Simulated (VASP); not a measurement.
Here is a VASP 6.6.1 calculation.

INCAR

```
  PREC = Accurate
  ENCUT = 520
  EDIFF = 1E-7
  ISMEAR = 0
  SIGMA = 0.02
  LREAL = F
  LASPH = T
  NELM = 100
  ALGO = Normal
  ISIF = 2
  LWAVE = F
  LCHARG = F
  GGA = PS
  NBANDS = 20
  ISYM = 0
```

KPOINTS

```
Automatic mesh
0
Gamma
  9 9 5
```

File POSCAR:

```
MoS2
1.0
    3.2720590883     -0.0000000002     -0.0000371501
   -1.6360295442      2.8336862933      0.0000000000
    1.6359615652      0.9445228501      6.0740862615
Mo S
1 2
Direct
    0.3333720049      0.6666860025      0.9999414884
    0.5003115003      0.2501557502      0.2495539547
    0.8331164947      0.4165582473      0.7503045569
```

Potentials or basis: VASP PAW PBE potentials, release 64 (Mo_sv, S).

Command:

```sh
$ cat potpaw_PBE.64/Mo_sv/POTCAR potpaw_PBE.64/S/POTCAR > POTCAR
$ mpirun -np 1 vasp_std > vasp.out
```

Problem. Predict the pressure.

Solution. -6.6 GPa.

Problem. Estimate the band gap on the k mesh.

Solution. 0.35 eV (least direct gap 1.37 eV).

Problem. Estimate the largest force.

Solution. 0.010 eV/Å.

Stress tensor (GPa, compression positive):
```
-9.93  0.00  0.00
 0.00 -9.93  0.00
 0.00  0.00  0.02
```

Caveat: the cell stands under tension; the PAW data sets were made with another functional, which shifts forces and pressure a little; an odd mesh through Γ misses points on the zone boundary, where band edges can lie; this functional lacks dispersion, which binds the layers, so the pressure and a relaxed spacing across them are unreliable.
